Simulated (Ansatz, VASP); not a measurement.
# Two plane-wave programs on Sr2C

```
CELL_PARAMETERS angstrom
3.41922 0.00000 0.00000
0.00000 3.41922 0.00000
0.00000 0.00000 7.33689
ATOMIC_POSITIONS crystal
Sr 0.00000 0.00000 0.79484
Sr 0.00000 0.00000 0.20516
C 0.50000 0.50000 0.00000
```

Change from the starting cell: ordered vacancies on the anion sites of caesium chloride (P4/mmm, No. 123).

Alike in both runs: task relaxation of cell and atoms; functional PBE; k mesh 14 × 14 × 6; occupations gaussian, width 0.1 eV; no spin polarisation.

|  | VASP | Ansatz |
| --- | --- | --- |
| version | VASP 6.6.1 | Ansatz 0.2.0 |
| potentials or method | VASP PAW PBE potentials, release 64 (Sr_sv, C), cutoff 600 eV | scalar-relativistic, plane waves, PAW |
| valence electrons in the cell | 24 | 24 |

Ansatz gave:

- gap on the k mesh at the Fermi level, each at its own relaxed structure (eV): none
- relaxed volume (Å³/atom): 28.64
- relaxed cell length with the largest relative difference (Å): 7.340

Problem. Estimate VASP's values.

Solution. gap on the k mesh at the Fermi level, each at its own relaxed structure (eV): none; relaxed volume (Å³/atom): 28.78; relaxed cell length with the largest relative difference (Å): 7.357.

A gap of «none» marks a metal or a gap that the smearing closes.
